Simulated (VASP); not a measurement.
# Si2C3 (I4/mmm) in VASP: notebook, part 2 of 2

VASP 6.6.1.

### Step 3. Single point, PBE, collinear spin

This run uses another cell than the first one, of 13.77 Å³/atom.

The input, INCAR:

```
SYSTEM = Si2C3
  PREC = Accurate
  ENCUT = 520
  EDIFF = 1E-6
  ISMEAR = 0
  SIGMA = 0.1
  LREAL = .FALSE.
  LASPH = .TRUE.
  NELM = 150
  ALGO = Normal
  ISIF = 2
  LWAVE = .FALSE.
  LCHARG = .FALSE.
  ISPIN = 2
  MAGMOM = 0 0 1 1 1
  LORBIT = 11
  GGA = PE
  NBANDS = 22
```

The input, KPOINTS:

```
Automatic mesh
0
G
  8 8 8
  0 0 0
```

The input, POSCAR:

```
Si2C3
1.0
   -1.3450968800      1.3450968800      9.5112712700
    1.3450968800     -1.3450968800      9.5112712700
    1.3450968800      1.3450968800     -9.5112712700
Si C
2 3
Direct
    0.1000000000      0.1000000000      0.0000000000
    0.9000000000      0.9000000000      0.0000000000
    0.7000000000      0.7000000000      0.0000000000
    0.5000000000      0.5000000000      0.0000000000
    0.3000000000      0.3000000000      0.0000000000
```

Potentials or basis: VASP PAW PBE potentials, release 64 (Si, C).

Launch:

```sh
cat potpaw_PBE.64/Si/POTCAR potpaw_PBE.64/C/POTCAR > POTCAR
mpirun -np 1 vasp_std > vasp.out
```

OUTCAR:

```text
SYSTEM = Si2C3
   PREC = Accurate
   ENCUT = 520
   EDIFF = 1E-6
   ISMEAR = 0
   LREAL = .FALSE.
   LASPH = .TRUE.
   NELM = 150
   ISIF = 2
   ISPIN = 2
   LORBIT = 11
   GGA = PE

 ion  position               nearest neighbor table
   1  0.100  0.100  0.000-
   2  0.900  0.900  0.000-
   3  0.700  0.700  0.000-
   4  0.500  0.500  0.000-
   5  0.300  0.300  0.000-

  LATTYP: Found a body centered tetragonal cell.
 ALAT       =     2.6901937600
 C/A-ratio  =     7.0710678252

  Lattice vectors:

 A1 = (  -1.3450968800,   1.3450968800,   9.5112712700)
 A2 = (   1.3450968800,  -1.3450968800,   9.5112712700)
 A3 = (   1.3450968800,   1.3450968800,  -9.5112712700)

Analysis of symmetry for initial positions (statically):
=====================================================================
 Subroutine PRICEL returns:
 Original cell was already a primitive cell.

 Routine SETGRP: Setting up the symmetry group for a
 body centered tetragonal supercell.

 Subroutine GETGRP returns: Found 16 space group operations
 (whereof 16 operations were pure point group operations)
 out of a pool of 16 trial point group operations.

The static configuration has the point symmetry D_4h.

Analysis of symmetry for dynamics (positions and initial velocities):
=====================================================================
 Subroutine PRICEL returns:
 Original cell was already a primitive cell.

 Routine SETGRP: Setting up the symmetry group for a
 body centered tetragonal supercell.

 Subroutine GETGRP returns: Found 16 space group operations
 (whereof 16 operations were pure point group operations)
 out of a pool of 16 trial point group operations.

The dynamic configuration has the point symmetry D_4h.

Analysis of structural, dynamic, and magnetic symmetry:
[... 166 lines left out ...]

 E-fermi :   5.2614     XC(G=0): -10.5012

 val. band max:        5.2567477075   @ k =   0.3750   0.1250   0.1250
 cond. band min:       5.2628674798   @ k =   0.5000   0.5000   0.1250
 fundamental gap:      0.0061197723
 Fermi energy:         5.2614470599

 spin component 1

 k-point     1 :       0.0000    0.0000    0.0000
  band No.  band energies     occupation
      1      -8.3154      1.00000
      2      -6.8953      1.00000
      3      -6.8014      1.00000
      4      -2.9948      1.00000
      5      -2.2922      1.00000
      6       3.4035      1.00000
[... 589 lines left out ...]
     21      14.2580      0.00000
     22      14.4644      0.00000

 [... further k-points ...]

 spin component 2

 k-point     1 :       0.0000    0.0000    0.0000
  band No.  band energies     occupation
      1      -8.3157      1.00000
      2      -6.8952      1.00000
      3      -6.8015      1.00000
      4      -2.9948      1.00000
      5      -2.2924      1.00000
      6       3.4033      1.00000
[... 589 lines left out ...]
     21      14.2580      0.00000
     22      14.4644      0.00000

 [... further k-points ...]

------------------------ aborting loop because EDIFF is reached ----------------------------------------

  FORCE on cell =-STRESS in cart. coord.  units (eV):
  Direction    XX          YY          ZZ          XY          YZ          ZX
  --------------------------------------------------------------------------------------
  -------------------------------------------------------------------------------------
  Total       -8.2100641     -8.2100641    -11.5898217      0.0000000      0.0000000      0.0000000
  in kB     -191.0959308   -191.0959308   -269.7625438      0.0000000      0.0000000      0.0000000
  external PRESSURE =    -217.3181351 kB  Pullay stress =       0.0000000 kB

 VOLUME and BASIS-vectors are now :
 -----------------------------------------------------------------------------
  energy-cutoff  :      520.00
  volume of cell :       68.83
      direct lattice vectors                 reciprocal lattice vectors
    -1.345096880  1.345096880  9.511271270     0.000000000  0.371720437  0.052569208
     1.345096880 -1.345096880  9.511271270     0.371720437  0.000000000  0.052569208
     1.345096880  1.345096880 -9.511271270     0.371720437  0.371720437  0.000000000

 POSITION                                       TOTAL-FORCE (eV/Angst)
 -----------------------------------------------------------------------------------
      0.00000      0.00000      1.90225         0.000000      0.000000      0.170649
      0.00000      0.00000     17.12029        -0.000000     -0.000000     -0.170649
      0.00000      0.00000     13.31578         0.000000      0.000000     -0.350491
      0.00000      0.00000      9.51127        -0.000000     -0.000000      0.000000
      0.00000      0.00000      5.70676         0.000000      0.000000      0.350491
 -----------------------------------------------------------------------------------
    total drift:                                0.000000      0.000000     -0.000000

  FREE ENERGIE OF THE ION-ELECTRON SYSTEM (eV)
  ---------------------------------------------------
  free  energy   TOTEN  =       -22.7413005844 eV

  energy  without entropy=      -22.7262840039  energy(sigma->0) =      -22.73379229

 total charge

# of ion       s       p       d       tot
------------------------------------------
    1        0.866   0.575   0.000   1.442
    2        0.866   0.575   0.000   1.442
    3        1.060   0.922   0.000   1.982
    4        1.032   1.007   0.000   2.039
    5        1.060   0.922   0.000   1.982
--------------------------------------------------
tot          4.886   4.001   0.000   8.886

 magnetization (x)

# of ion       s       p       d       tot
------------------------------------------
    1        0.000   0.000   0.000   0.000
    2        0.000   0.000   0.000   0.000
    3        0.000   0.000   0.000   0.000
    4       -0.000  -0.000   0.000  -0.000
    5        0.000   0.000   0.000   0.000
--------------------------------------------------
tot         -0.000  -0.000   0.000  -0.000
```

OSZICAR:

```text
N       E                     dE             d eps       ncg     rms          rms(c)
DAV:   1     0.336847904729E+02    0.33685E+02   -0.80913E+03  5192   0.765E+02
DAV:   2    -0.195294746568E+02   -0.53214E+02   -0.49934E+02  6906   0.130E+02
DAV:   3    -0.223932844949E+02   -0.28638E+01   -0.27920E+01  6334   0.250E+01
DAV:   4    -0.224217157982E+02   -0.28431E-01   -0.28380E-01  6252   0.292E+00
DAV:   5    -0.224220182349E+02   -0.30244E-03   -0.30242E-03  6418   0.286E-01    0.491E+00
DAV:   6    -0.225477938924E+02   -0.12578E+00   -0.12124E+00  6462   0.481E+00    0.294E+00
DAV:   7    -0.226403184906E+02   -0.92525E-01   -0.74523E-01  6646   0.329E+00    0.215E+00
DAV:   8    -0.226858517730E+02   -0.45533E-01   -0.25592E-01  6836   0.206E+00    0.105E+00
DAV:   9    -0.227312466964E+02   -0.45395E-01   -0.60431E-02  5970   0.116E+00    0.397E-01
DAV:  10    -0.227385484588E+02   -0.73018E-02   -0.64039E-03  6414   0.376E-01    0.242E-01
DAV:  11    -0.227405270200E+02   -0.19786E-02   -0.13002E-03  6138   0.189E-01    0.128E-01
DAV:  12    -0.227412054146E+02   -0.67839E-03   -0.41295E-04  6680   0.907E-02    0.394E-02
DAV:  13    -0.227412861062E+02   -0.80692E-04   -0.11252E-04  6938   0.511E-02    0.167E-02
DAV:  14    -0.227412970417E+02   -0.10936E-04   -0.16368E-05  6544   0.222E-02    0.101E-02
DAV:  15    -0.227413002495E+02   -0.32078E-05   -0.72437E-06  6068   0.125E-02    0.364E-03
DAV:  16    -0.227413005844E+02   -0.33489E-06   -0.14784E-06  3752   0.612E-03
   1 F= -.22741301E+02 E0= -.22733792E+02  d E =-.150166E-01  mag=    -0.0004
```

stdout:

```text
POSCAR found type information on POSCAR SiC
 POSCAR found :  2 types and       5 ions
 scaLAPACK will be used
 LDA part: xc-table for (Slater+PW92), standard interpolation
 POSCAR, INCAR and KPOINTS ok, starting setup
 FFT: planning ... GRIDC
 FFT: planning ... GRID_SOFT
 FFT: planning ... GRID
 WAVECAR not read
 entering main loop
```

It took 15 min on 1 thread of Intel Xeon 6975P-C (Granite Rapids), shared host; peak memory 1 GiB.

Results:

| Item | Value |
| --- | --- |
| Free energy | -22.7413 eV |
| Pressure | -21.7 GPa |
| Largest force | 0.350 eV/Å |
| Band gap on the k mesh | zero (filled and empty bands overlap) |
| Net moment | 0.00 μB per cell |
| Valence electrons inside the program's atomic spheres | Si 1.44; C 1.98, 2.04 (each value once) |

Forces on the atoms (eV/Å):
```
Si   0.000  0.000  0.171
Si   0.000  0.000 -0.171
C    0.000  0.000 -0.350
C    0.000  0.000  0.000
C    0.000  0.000  0.350
```

Stress tensor (GPa, compression positive):
```
-19.11   0.00   0.00
  0.00 -19.11   0.00
  0.00   0.00 -26.98
```

Caveat: the stress differs along the axes, from -27 to -19 GPa.

The gap in the log of VASP goes by the Fermi energy; the results here count the filled bands.